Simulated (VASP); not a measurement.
Runs of VASP 6.6.1 on LaTe. It takes space group Pm-3m (No. 221, cubic). The conventional cell has a = 3.936 Å, b = 3.936 Å, c = 3.936 Å, α = 90.00°, β = 90.00°, γ = 90.00°. La (site symmetry m-3m) has 8 Te at 3.41 Å and 6 La at 3.94 Å within 4.5 Å. Te (site symmetry m-3m) has 8 La at 3.41 Å and 6 Te at 3.94 Å within 4.5 Å. 

```csv
smearing,gap on the mesh (eV),pressure (GPa)
methfessel-paxton 0.2 eV,none,-4.3
methfessel-paxton 0.5 eV,none,(a)
methfessel-paxton 0.3 eV,none,-4.2
methfessel-paxton 0.1 eV,none,-4.2
```

Alike in all rows: task single point; level LDA; potentials or basis VASP PAW LDA potentials, release 64 (La, Te); no spin polarisation; cell as given; k mesh 7 × 7 × 7; cutoff (eV) 520.

Fill in the values left out.

(a) -4.5.

Caveats: spin-orbit coupling is left out, which moves the levels of the heavy elements.

A k mesh can miss the band edges, and the runs leave out spin-orbit coupling on La, Te.

A gap of «none» marks levels without a gap at the run's occupations.
